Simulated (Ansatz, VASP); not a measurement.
Two plane-wave programs on Ta3B2N

File INCAR:

```
PREC = Accurate
ENCUT = 520
EDIFF = 1E-6
ISMEAR = 0
SIGMA = 0.1
LREAL = False
LASPH = True
NELM = 150
ALGO = Normal
ISIF = 2
LWAVE = False
LCHARG = False
ISPIN = 2
MAGMOM = 1 1 1 0 0 0
LORBIT = 11
LMAXMIX = 4
GGA = PE
NBANDS = 35
```

File KPOINTS:

```
Automatic mesh
0
Gamma
  6 6 6
```

Contents of POSCAR:

```
Ta3B2N
1.0
    2.4284156700      1.4020464400      3.8921032200
   -2.4284156700      1.4020464400      3.8921032200
    0.0000000000     -2.8040928800      3.8921032200
Ta B N
3 2 1
Direct
    0.0000000000      0.5000000000      0.0000000000
    0.5000000000      0.0000000000      0.0000000000
    0.0000000000      0.0000000000      0.5000000000
    0.6247839300      0.6247839300      0.6247839300
    0.3752160700      0.3752160700      0.3752160700
    0.0000000000      0.0000000000      0.0000000000
```

Input for Ansatz:

```yaml
crystal:
  lattice:
    - [2.42841567, 1.40204644, 3.89210322]
    - [-2.42841567, 1.40204644, 3.89210322]
    - [0.0, -2.80409288, 3.89210322]
  atoms:
    - { symbol: Ta, position: [0.0, 0.5, 0.0], spin: 1.0 }
    - { symbol: Ta, position: [0.5, 0.0, 0.0], spin: 1.0 }
    - { symbol: Ta, position: [0.0, 0.0, 0.5], spin: 1.0 }
    - { symbol: B, position: [0.62478393, 0.62478393, 0.62478393] }
    - { symbol: B, position: [0.37521607, 0.37521607, 0.37521607] }
    - { symbol: "N", position: [0.0, 0.0, 0.0] }
basis:
  ecutwfc: 420
kpoints:
  mp_grid: { grid: [6, 6, 6] }
hamiltonian:
  xc: pbe
scf:
  occupations: { method: gaussian, width: 0.1 }
  lower_state_search: "off"
output:
  forces: true
  stress: true
  eigenvalues: true
  populations: true
magnetization:
  spin_polarized: true
```

Change from the starting cell: species swapped into the Li2GaCu3 type (R-3m, No. 166).

Alike in both runs: task single point; functional PBE; k mesh 6 × 6 × 6; occupations gaussian, width 0.1 eV; collinear spin.

```csv
,VASP,Ansatz
version,VASP 6.6.1,Ansatz 0.2.0
potentials or method,"VASP PAW PBE potentials, release 64 (Ta_pv, B, N), cutoff 520 eV","scalar-relativistic, plane waves, PAW"
valence electrons in the cell,44,50
```

```tsv
	VASP	Ansatz	Ansatz less VASP
gap on the k mesh at the Fermi level (eV)	none	none	-
pressure (GPa)	8.7	8.1	-0.66
traceless stress, the component that is largest in VASP (GPa)	-63.94	-63.60	+0.335
rms of the force components (eV/Å)	0.102	0.103	+0.0011
net moment per atom (μB)	0.00	0.00	0.000
```

Atom by atom the forces differ by 0.001 eV/Å (rms over components). A gap of «none» marks a metal or a gap that the smearing closes. VASP's potentials hold 44 valence electrons a cell and Ansatz's 50, so a difference there can come from the potentials and not from the codes. Ansatz's warnings: seeded moment not kept.

Neither program's run includes spin-orbit coupling.
